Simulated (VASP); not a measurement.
Wanted: the native input for a VASP 6.6.1 run.

```
Task                   : relaxation of shape and atoms at fixed volume
Functional             : PBEsol
Potentials or basis    : VASP PAW PBE potentials, release 64 (In_d, P)
Cutoff                 : 600 eV
k mesh                 : 6 × 6 × 6
Occupations            : gaussian, width 0.1 eV
Spin                   : no spin polarisation
Dipole correction      : no
Further INCAR settings : ALGO = Fast; EDIFF = 1e-06; IBRION = 2; EDIFFG = -0.01; NSW = 50; ISIF = 4
```

The structure of InP3 lies in POSCAR:

```
InP3
1.0
    3.7517709570      2.1660859719      3.3118474625
   -3.7517709570      2.1660859719      3.3118474625
    0.0000000000     -4.3321719439      3.3118474625
In P
2 6
Direct
    0.2732789770      0.2732789770      0.2732789770
    0.7267210230      0.7267210230      0.7267210230
    0.7947108744      0.2411926268      0.7947108744
    0.7947108744      0.7947108744      0.2411926268
    0.2411926268      0.7947108744      0.7947108744
    0.2052891256      0.7588073732      0.2052891256
    0.7588073732      0.2052891256      0.2052891256
    0.2052891256      0.2052891256      0.7588073732
```

One way to write it, as run:

INCAR

```
SYSTEM = InP3
PREC = Accurate ; ENCUT = 600
EDIFF = 1E-6 ; ISMEAR = 0
SIGMA = 0.1 ; LREAL = .FALSE.
LASPH = .TRUE. ; NELM = 80
ALGO = Fast ; ISIF = 4
LWAVE = .FALSE. ; LCHARG = .FALSE.
GGA = PS ; IBRION = 2
NSW = 50 ; EDIFFG = -0.01
```

KPOINTS

```
regular mesh
0
G
  6 6 6
  0 0 0
```

Potentials or basis: VASP PAW PBE potentials, release 64 (In_d, P).

Run with:

```sh
$ cat potpaw_PBE.64/In_d/POTCAR potpaw_PBE.64/P/POTCAR > POTCAR
$ mpirun -np 1 vasp_std > vasp.out
```

Results of the run:

The energy gained by relaxing is 1.8 meV/atom and the ionic steps are 10. The pressure after relaxing is -1.5 GPa, the largest force after relaxing is 0.005 eV/Å and the band gap on the k mesh is zero (bands 28 and 29 overlap by 0.58 eV).

Caveat: semilocal functionals underestimate gaps, and a narrow one can read as zero; the PAW data sets were made with another functional, which shifts forces and pressure a little; spin-orbit coupling is left out, which moves the levels of the heavy elements.

Wall time 39 min on 1 thread of Oxide Virtual Turin-like Processor, on a shared host, peak memory 0.41 GiB.
